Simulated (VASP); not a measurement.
Set up this calculation in VASP 6.6.1, as the native input.

```yaml
Task: single point
Functional: PBE
Dispersion: D3(BJ)
Potentials_or_basis: VASP PAW PBE potentials, release 64 (Ge_d)
Cutoff: 520 eV
k_mesh: 9 × 9 × 1
Occupations: gaussian, width 0.1 eV
Spin: no spin polarisation
Dipole_correction: yes
Further_INCAR_settings: ALGO = Normal; EDIFF = 1e-07; NBANDS = 36
```

The structure of Ge lies in POSCAR:

```
Ge
1.0
    4.0226895460      0.0000000000      0.0000000000
   -2.0113447730      3.4837513384      0.0000000000
    0.0000000000      0.0000000000     18.8685220369
Ge
4
Direct
    0.3333333333      0.6666666667      0.2747571330
    0.6666666667      0.3333333333      0.2384924474
    0.0000000000      1.0000000000      0.5108254912
    0.3333333333      0.6666666667      0.4745608056
```

The input as run:

INCAR

```
ALGO = Normal
DIPOL = 0.5 0.5 0.375
EDIFF = 1E-7
ENCUT = 520
GGA = PE
IDIPOL = 3
ISIF = 2
ISMEAR = 0
IVDW = 12
LASPH = T
LCHARG = T
LDIPOL = T
LELF = T
LREAL = F
LVACPOTAV = T
LVHAR = T
LWAVE = F
NBANDS = 36
NELM = 60
PREC = Accurate
SIGMA = 0.1
```

KPOINTS

```
k-points
0
Gamma
  9 9 1
```

Potentials or basis: VASP PAW PBE potentials, release 64 (Ge_d).

Command:

```bash
$ cat potpaw_PBE.64/Ge_d/POTCAR > POTCAR
$ mpirun -np 1 vasp_std > vasp.out
```

Results of the run:

```json
{
  "Largest force": "0.305 eV/Å",
  "Band gap on the k mesh": "zero (filled and empty bands touch)",
  "Dispersion energy per atom": "-0.203 eV"
}
```

Wall time 100 s on 1 thread of Intel(R) Xeon(R) 6975P-C (Granite Rapids), with other jobs on the host, peak memory 0.38 GiB.
